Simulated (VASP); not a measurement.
# MgI2 (P1) in VASP: single point with r2SCAN

Aim: the single point of MgI2 with r2SCAN.

All numbers are computed with VASP 6.6.1; they aren't measurements. Logs are shortened: lines on timing, memory, paths and dates and some standing lists are left out, and cuts for length are marked.

## (1) The cell of the first run

The typed cell holds 6 atoms: a = 7.145 Å, b = 4.142 Å, c = 7.953 Å, α = 105.15°, β = 64.31°, γ = 90.58°.

## (2) Single point, r2SCAN

POSCAR

```
MgI2
1.0
    6.2053160000      3.5410790000     -0.0764040000
   -2.0887320000      3.5762270000      0.0085140000
    4.0768810000     -0.0418300000      6.8281120000
Mg I
2 4
Direct
    0.9820410000      0.0162660000      0.9934310000
    0.5146270000      0.4558780000      0.9528020000
    0.2854740000      0.3462060000      0.7616150000
    0.7692500000      0.9074500000      0.7415540000
    0.2034690000      0.0772160000      0.1890790000
    0.7388470000      0.6022990000      0.2526070000
```

INCAR.step1

```
SYSTEM = MgI2
ALGO = Normal ; EDIFF = 1E-4
ENCUT = 520 ; GGA = PE
ISMEAR = 0 ; LASPH = .True.
LCHARG = .False. ; LREAL = .False.
LWAVE = .True. ; NBANDS = 25
NELM = 80 ; PREC = Accurate
SIGMA = 0.0112
```

INCAR.step2

```
SYSTEM = MgI2
ALGO = Normal ; EDIFF = 1E-7
ENCUT = 520 ; ISIF = 2
ISMEAR = 0 ; ISTART = 1
LASPH = .True. ; LCHARG = .False.
LMIXTAU = .True. ; LREAL = .False.
LWAVE = .False. ; METAGGA = R2SCAN
NBANDS = 25 ; NELM = 80
PREC = Accurate ; SIGMA = 0.0112
```

KPOINTS

```
Automatic mesh
0
Gamma
  3 5 3
  0.5 0.5 0.5
```

Potentials or basis: VASP PAW PBE potentials, release 64 (Mg, I).

The run is started by

```console
> cat potpaw_PBE.64/Mg/POTCAR potpaw_PBE.64/I/POTCAR > POTCAR
> cp INCAR.step1 INCAR
> mpirun -np 1 vasp_std > vasp.out
> cp INCAR.step2 INCAR
> mpirun -np 1 vasp_std > vasp.out
```

OUTCAR:

```text
SYSTEM = MgI2
   EDIFF = 1E-7
   ENCUT = 520
   ISIF = 2
   ISMEAR = 0
   ISTART = 1
   LASPH = .True.
   LREAL = .False.
   METAGGA = R2SCAN
   NELM = 80
   PREC = Accurate

 ion  position               nearest neighbor table
   1  0.982  0.016  0.993-   5 2.63   6 2.74   3 2.79   4 2.95   6 2.98   3 3.13
   2  0.515  0.456  0.953-   4 2.59   3 2.64   4 2.92   5 2.96   5 3.01   6 3.34
   3  0.285  0.346  0.762-   2 2.64   1 2.79   1 3.13
   4  0.769  0.907  0.742-   2 2.59   2 2.92   1 2.95
   5  0.203  0.077  0.189-   1 2.63   2 2.96   2 3.01
   6  0.739  0.602  0.253-   1 2.74   1 2.98   2 3.34

  LATTYP: Found a triclinic cell.
 ALAT       =    13.0214281469
 B/A-ratio  =     0.3180549995
 C/A-ratio  =     1.0553330678
 COS(alpha) =     0.0041558758
 COS(beta)  =     0.5368170787
 COS(gamma) =     0.8000950898

  Lattice vectors:

 A1 = (   8.3946310000,  -7.1457720000,  -6.9300580000)
 A2 = (   2.0887320000,  -3.5762270000,  -0.0085140000)
 A3 = (   0.1402860000,   0.0485120000, -13.7411420000)

Analysis of symmetry for initial positions (statically):
=====================================================================
 Subroutine PRICEL returns:
 Original cell was already a primitive cell.

 Routine SETGRP: Setting up the symmetry group for a
 triclinic supercell.

 Subroutine GETGRP returns: Found  1 space group operations
 (whereof  1 operations were pure point group operations)
 out of a pool of  2 trial point group operations.

The static configuration has the point symmetry C_1 .

Analysis of symmetry for dynamics (positions and initial velocities):
=====================================================================
 Subroutine PRICEL returns:
 Original cell was already a primitive cell.

 Routine SETGRP: Setting up the symmetry group for a
 triclinic supercell.

 Subroutine GETGRP returns: Found  1 space group operations
 (whereof  1 operations were pure point group operations)
 out of a pool of  2 trial point group operations.

The dynamic configuration has the point symmetry C_1 .

 Subroutine INISYM returns: Found  1 space group operations
 (whereof  1 operations are pure point group operations),
 and found     1 'primitive' translations

----------------------------------------------------------------------------------------

                                     Primitive cell

  volume of cell :     203.2625

  direct lattice vectors                    reciprocal lattice vectors
     6.205316000  3.541079000 -0.076404000     0.120136464  0.070336676 -0.071299341
    -2.088732000  3.576227000  0.008514000    -0.118938276  0.209985061  0.072301227
     4.076881000 -0.041830000  6.828112000     0.001492586  0.000525210  0.145565403

  length of vectors
     7.144999980  4.141530322  7.952724182     0.156408484  0.251927582  0.145574002

  position of ions in fractional coordinates (direct lattice)
     0.982041000  0.016266000  0.993431000
     0.514627000  0.455878000  0.952802000
     0.285474000  0.346206000  0.761615000
     0.769250000  0.907450000  0.741554000
     0.203469000  0.077216000  0.189079000
     0.738847000  0.602299000  0.252607000

  ion indices of the primitive-cell ions
   primitive index   ion index
                 1           1
                 2           2
                 3           3
                 4           4
                 5           5
                 6           6

----------------------------------------------------------------------------------------

 KPOINTS: Automatic mesh

Automatic generation of k-mesh.
 Grid dimensions read from file:
 generate k-points for:    3    5    3

 Generating k-lattice:

  Cartesian coordinates                     Fractional coordinates (reciprocal lattice)
     0.040045488  0.023445559 -0.023766447     0.333333333  0.000000000  0.000000000
    -0.023787655  0.041997012  0.014460245     0.000000000  0.200000000  0.000000000
     0.000497529  0.000175070  0.048521801    -0.000000000  0.000000000  0.333333333

  Length of vectors
     0.052136161  0.050385516  0.048524667

  Shift w.r.t. Gamma in fractional coordinates (k-lattice)
     0.500000000  0.500000000  0.500000000

 Subroutine IBZKPT returns following result:
 ===========================================

 Found     23 irreducible k-points:

 Following reciprocal coordinates:
            Coordinates               Weight
  0.166667  0.100000  0.166667      2.000000
  0.500000  0.100000  0.166667      2.000000
 -0.166667  0.100000  0.166667      2.000000
  0.166667  0.300000  0.166667      2.000000
  0.500000  0.300000  0.166667      2.000000
 -0.166667  0.300000  0.166667      2.000000
[... 15 lines left out ...]
  0.166667  0.500000  0.500000      2.000000
  0.500000  0.500000  0.500000      1.000000
   k-points           NKPTS =     23   k-points in BZ     NKDIM =     23   number of bands    NBANDS=     25
   number of dos      NEDOS =    301   number of ions     NIONS =      6
   total plane-waves  NPLWV = 103680
   dimension x,y,z NGX =    54 NGY =   32 NGZ =   60
   dimension x,y,z NGXF=   108 NGYF=   64 NGZF=  120
   ions per type =               2   4
   NGX,Y,Z   is equivalent  to a cutoff of  12.56, 12.85, 12.54 a.u.
   NGXF,Y,Z  is equivalent  to a cutoff of  25.13, 25.69, 25.09 a.u.
 SYSTEM =  MgI2
   PREC   = accura    normal or accurate (medium, high low for compatibility)
   ISTART =      1    job   : 0-new  1-cont  2-samecut
   ICHARG =      0    charge: 1-file 2-atom 10-const
   ISPIN  =      1    spin polarized calculation?
   LNONCOLLINEAR =      F non collinear calculations
   LSORBIT =      F    spin-orbit coupling
   LASPH  =      T    aspherical Exc in radial PAW
   ENCUT  =  520.0 eV  38.22 Ry    6.18 a.u.  13.28  7.70 14.79*2*pi/ulx,y,z
   NELM   =     80;   NELMIN=  2; NELMDL=  0     # of ELM steps
   EDIFF  = 0.1E-06   stopping-criterion for ELM
   LREAL  =      F    real-space projection
   EDIFFG = 0.1E-05   stopping-criterion for IOM
   NSW    =      0    number of steps for IOM
   IBRION =     -1    ionic relax: 0-MD 1-quasi-New 2-CG
   NFREE  =      0    steps in history (QN), initial steepest desc. (CG)
   ISIF   =      2    stress and relaxation
   ISYM   =      2    0-nonsym 1-usesym 2-fastsym
   POTIM  = 0.5000    time-step for ionic-motion
   TEBEG  =    0.0;   TEEND  =   0.0 temperature during run
   PSTRESS=    0.0 pullay stress
   NELECT =      32.0000    total number of electrons
   NUPDOWN=      -1.0000    fix difference up-down
   EMIN   =  10.00;   EMAX   =-10.00  energy-range for DOS
   EFERMI =   0.00;   METHOD = LEGACY
   ISMEAR =     0;   SIGMA  =   0.01  broadening in eV -4-tet -1-fermi 0-gaus
   EFERMI_NEDOS =   21; number of points for ismear=-14 and -15
   IALGO  =     38    algorithm
   IMIX   =      4    mixing-type and parameters
     AMIX     =   0.40;   BMIX     =  1.00
     AMIX_MAG =   1.60;   BMIX_MAG =  1.00
  volume/ion in A,a.u.               =      33.88       228.61
  Fermi-wavevector in a.u.,A,eV,Ry     =   0.883973  1.670467 10.631709  0.781409
  Thomas-Fermi vector in A             =   2.004811
   LORBIT       =      0    0 simple, 1 ext, 2 COOP (PROOUT), +10 PAW based schemes
   METAGGA = R2SCAN    functional components
   LHFCALC =     F    Hartree Fock is set to
   AEXX    =    0.0000 exact exchange contribution
   IVDW    =     0    specifies the selected vdW correction
   LEPSILON=     F    determine dielectric tensor
   LRPA    =     F    only Hartree local field effects (RPA)
 non-spin polarized calculation
 Gauss-broadening in eV      SIGMA  =   0.01
  energy-cutoff  :      520.00
  volume of cell :      203.26
 maximum number of plane-waves:      5490
 NGX is ok and might be reduce to    54
   NGX = 27   NGY = 15   NGZ = 29

 number of electron      31.9999998 magnetization

 Free energy of the ion-electron system (eV)
  ---------------------------------------------------
  ext. energy  EPLUGINS =         0.00000000
  ---------------------------------------------------
  free energy    TOTEN  =      -112.85870401 eV

  energy without entropy =     -112.85870401  energy(sigma->0) =     -112.85870401

 E-fermi :   2.4304     XC(G=0):  -8.5430

 val. band max:        2.3171025327   @ k =   0.1667  -0.1000   0.1667
 cond. band min:       6.0587148834   @ k =   0.5000   0.5000   0.5000
 fundamental gap:      3.7416123507
 Fermi energy:         2.4303842425

 k-point     1 :       0.1667    0.1000    0.1667
  band No.  band energies     occupation
      1     -10.5980      2.00000
      2      -9.9748      2.00000
      3      -9.5054      2.00000
      4      -9.2480      2.00000
      5      -1.7915      2.00000
      6      -1.3725      2.00000
[... 17 lines left out ...]
     24       9.6134      0.00000
     25       9.8785      0.00000

 k-point     2 :       0.5000    0.1000    0.1667
  band No.  band energies     occupation
      1     -10.4230      2.00000
      2     -10.1591      2.00000
      3      -9.5268      2.00000
      4      -9.2718      2.00000
      5      -1.3250      2.00000
      6      -0.9303      2.00000
[... 17 lines left out ...]
     24       9.7804      0.00000
     25       9.9556      0.00000

 k-point     3 :      -0.1667    0.1000    0.1667
  band No.  band energies     occupation
      1     -10.5491      2.00000
      2     -10.0243      2.00000
      3      -9.5640      2.00000
      4      -9.2036      2.00000
      5      -1.6914      2.00000
      6      -1.1780      2.00000
[... 524 lines left out ...]
 k-point    22 :       0.1667    0.5000    0.5000
  band No.  band energies     occupation
      1     -10.1201      2.00000
      2      -9.6116      2.00000
      3      -9.4256      2.00000
      4      -9.2568      2.00000
      5      -1.8057      2.00000
      6      -1.4590      2.00000
[... 17 lines left out ...]
     24       9.9674      0.00000
     25      10.2127      0.00000

 k-point    23 :       0.5000    0.5000    0.5000
  band No.  band energies     occupation
      1     -10.1006      2.00000
      2      -9.6330      2.00000
      3      -9.4203      2.00000
      4      -9.2555      2.00000
      5      -2.0232      2.00000
      6      -1.7034      2.00000
[... 17 lines left out ...]
     24       9.9071      0.00000
     25      10.6261      0.00000

------------------------ aborting loop because EDIFF is reached ----------------------------------------

  FORCE on cell =-STRESS in cart. coord.  units (eV):
  Direction    XX          YY          ZZ          XY          YZ          ZX
  --------------------------------------------------------------------------------------
  -------------------------------------------------------------------------------------
  Total        6.0026149      3.7860841      5.1732186      0.5096263      1.3806597      0.1854999
  in kB       47.3144570     29.8430798     40.7769002      4.0170311     10.8827845      1.4621669
  external PRESSURE =      39.3114790 kB  Pullay stress =       0.0000000 kB

 VOLUME and BASIS-vectors are now :
 -----------------------------------------------------------------------------
  energy-cutoff  :      520.00
  volume of cell :      203.26
      direct lattice vectors                 reciprocal lattice vectors
     6.205316000  3.541079000 -0.076404000     0.120136464  0.070336676 -0.071299341
    -2.088732000  3.576227000  0.008514000    -0.118938276  0.209985061  0.072301227
     4.076881000 -0.041830000  6.828112000     0.001492586  0.000525210  0.145565403

 POSITION                                       TOTAL-FORCE (eV/Angst)
 -----------------------------------------------------------------------------------
     10.11000      3.49410      6.70836        -0.184130     -0.632746     -0.321243
      6.12568      3.41280      6.47040        -0.416523      0.636600      1.432632
      4.15334      2.21714      5.18153        -1.227499     -0.199196     -1.469703
      5.90125      5.93820      5.01237         1.377394     -0.270585     -0.507516
      1.87216      0.98873      1.27616         1.639396      0.761107      1.212187
      4.35659      4.75971      1.67351        -1.188639     -0.295179     -0.346357
 -----------------------------------------------------------------------------------
    total drift:                               -0.001394     -0.000797     -0.000954

  FREE ENERGIE OF THE ION-ELECTRON SYSTEM (eV)
  ---------------------------------------------------
  free  energy   TOTEN  =      -112.8587040070 eV

  energy  without entropy=     -112.8587040070  energy(sigma->0) =     -112.85870401
```

It took 4.8 min on 1 thread of Intel Xeon 6975P-C (Granite Rapids), shared host; peak memory 0.39 GiB.

What came out:

```yaml
Free_energy: -112.8587 eV
Pressure: 3.9 GPa
Largest_force: 2.176 eV/Å
Band_gap_on_the_k_mesh: 3.74 eV (least direct gap 4.16 eV)
```

Forces in eV/Å, atoms in the order of the input:
```
Mg  -0.184 -0.633 -0.321
Mg  -0.417  0.637  1.433
I   -1.227 -0.199 -1.470
I    1.377 -0.271 -0.508
I    1.639  0.761  1.212
I   -1.189 -0.295 -0.346
```

Stress tensor (GPa, compression positive):
```
4.73 0.40 0.15
0.40 2.98 1.09
0.15 1.09 4.08
```

Caveat: the cell stands under pressure; the PAW data sets were made with another functional, which shifts forces and pressure a little; spin-orbit coupling is left out, which moves the levels of the heavy elements; a shifted mesh leaves out Γ, where band edges can lie. A k mesh can miss the band edges.
